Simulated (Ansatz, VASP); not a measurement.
**One calculation of WC, two programs**

```
W C
1.0
     2.91660    0.00000    0.00000
    -1.45830    2.52584    0.00000
     0.00000    0.00000    2.83944
W C
1 1
Direct
  0.00000 0.00000 0.00000
  0.66667 0.33333 0.50000
```

Alike in both runs: task single point; functional PBE; k mesh 6 × 6 × 6; occupations gaussian, width 0.1 eV; no spin polarisation.

```csv
,VASP,Ansatz
version,VASP 6.6.1,Ansatz 0.2.0
potentials or method,"VASP PAW PBE potentials, release 64 (W_sv, C), cutoff 600 eV","scalar-relativistic, plane waves, PAW"
valence electrons in the cell,18,18
```

Ansatz gave:

- gap on the k mesh at the Fermi level (eV): none
- pressure (GPa): 2.6
- traceless stress, the component that is largest in VASP (GPa): -0.74

Task: What did VASP give for the same quantities?

Result: gap on the k mesh at the Fermi level (eV): none; pressure (GPa): 3.5; traceless stress, the component that is largest in VASP (GPa): -0.54.

A gap of «none» marks a metal or a gap that the smearing closes. Ansatz's warnings: structure snapped to symmetry.

The k mesh is coarse, so the values compare programs but aren't converged. Neither program's run includes spin-orbit coupling.
